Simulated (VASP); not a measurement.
The system is BeZn2Te3.

```
Be Zn Te
1.0
     3.88719    0.00000    0.00000
     0.00000    3.88719    0.00000
     0.00000    0.00000    8.25246
Be Zn Te
1 2 3
Direct
  0.00000 0.00000 0.62515
  0.50000 0.50000 0.72860
  0.00000 0.00000 0.27024
  0.50000 0.00000 0.99856
  0.00000 0.50000 0.99856
  0.50000 0.50000 0.37889
```

| Property | Result |
| --- | --- |
| Program | VASP 6.6.1 |
| Task | relaxation of cell and atoms |
| Functional | PBE |
| Potentials or basis | VASP PAW PBE potentials, release 64 (Be, Zn, Te) |
| Cutoff | 600 eV |
| k mesh | 4 × 4 × 2 |
| Occupations | gaussian, width 0.1 eV |
| Spin | no spin polarisation |

At the start: pressure 15.1 GPa; volume 20.78 Å³/atom.

Where does the relaxation end?

Over 61 steps the energy falls by 600.9 meV/atom and the volume is 29.16 Å³/atom (+40.3 %); space group P4mm (No. 99, to 0.05 Å).

The path:
```csv
step,energy change (eV),largest force (eV/Å),pressure (GPa),volume (Å³)
1,0.0000,1.8171,15.09,124.70
3,-1.4585,0.9983,-0.91,154.58
5,-1.6879,0.7960,1.02,148.27
7,-1.7019,0.5557,0.54,149.34
9,-1.8124,0.2176,-0.78,155.32
11,-1.8222,0.3328,0.85,150.93
13,-1.8399,0.2579,0.18,152.56
15,-1.9442,0.4077,0.63,149.61
17,-2.2206,2.7763,7.67,136.59
19,-2.5196,2.0814,4.65,139.72
21,-2.5214,2.0665,4.48,140.00
23,-2.5270,2.0628,4.54,139.93
25,-2.5385,2.0748,4.80,139.69
27,-2.5639,2.0655,4.65,140.01
29,-2.6718,2.0232,3.95,141.49
31,-3.0006,1.8442,1.57,147.47
33,-3.2477,1.0337,-2.96,172.86
35,-3.3682,0.9694,-1.62,164.32
37,-3.4455,0.7147,-0.20,161.34
39,-3.5079,0.3199,0.84,158.67
41,-3.5497,0.3225,-0.36,166.10
43,-3.5591,0.0588,0.15,165.70
45,-3.5702,0.1641,0.38,167.13
47,-3.5766,0.1354,-0.34,171.59
49,-3.5824,0.1941,-0.27,173.40
51,-3.5969,0.1211,0.32,172.83
53,-3.6015,0.1615,0.22,174.08
55,-3.6039,0.1018,-0.04,175.44
57,-3.6042,0.0529,-0.08,175.74
59,-3.6052,0.0540,0.00,175.17
61,-3.6056,0.0366,-0.02,174.97
```

Final structure:
```
Be Zn Te
1.0
     4.60055    0.00000    0.00000
     0.00000    4.60055    0.00000
     0.00000    0.00000    8.26694
Be Zn Te
1 2 3
Direct
  0.00000 0.00000 0.72942
  0.50000 0.50000 0.67068
  0.00000 0.00000 0.45840
  0.50000 0.00000 0.88604
  0.00000 0.50000 0.88604
  0.50000 0.50000 0.36940
```

Caveat: the k points lie up to 0.38 Å⁻¹ apart in the final cell; the volume moved by over 15 % at a fixed basis, so the end points are rough.
